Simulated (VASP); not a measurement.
Runs of VASP 6.6.1 on BaZrO3. The structure is that of space group Pm-3m (No. 221), or close to it. The cells are those of the table. 

```csv
cell,gap on the mesh (eV),pressure (GPa)
"a = 4.177, b = 4.177, c = 4.219 Å, 5 atoms",(a),5.1
"a = 4.163, b = 4.163, c = 4.248 Å, 5 atoms",3.14,5.2
"a = 4.219, b = 4.219, c = 4.136 Å, 5 atoms",3.12,5.2
"a = 4.233, b = 4.233, c = 4.109 Å, 5 atoms",3.08,5.3
"a = 4.149, b = 4.149, c = 4.276 Å, 5 atoms",3.12,5.3
"a = 4.205, b = 4.205, c = 4.164 Å, 5 atoms",3.15,5.1
```

Alike in all rows: task single point; level PBE; potentials or basis VASP PAW PBE potentials, release 64 (Ba_sv, Zr_sv, O); no spin polarisation; k mesh 6 × 6 × 6; cutoff (eV) 520; smearing gaussian 0.05 eV.

Task: Estimate the missing entries.

Result: (a) 3.16.

Caveats: spin-orbit coupling is left out, which moves the levels of the heavy elements.

A k mesh can miss the band edges, and the runs leave out spin-orbit coupling on Ba, Zr.
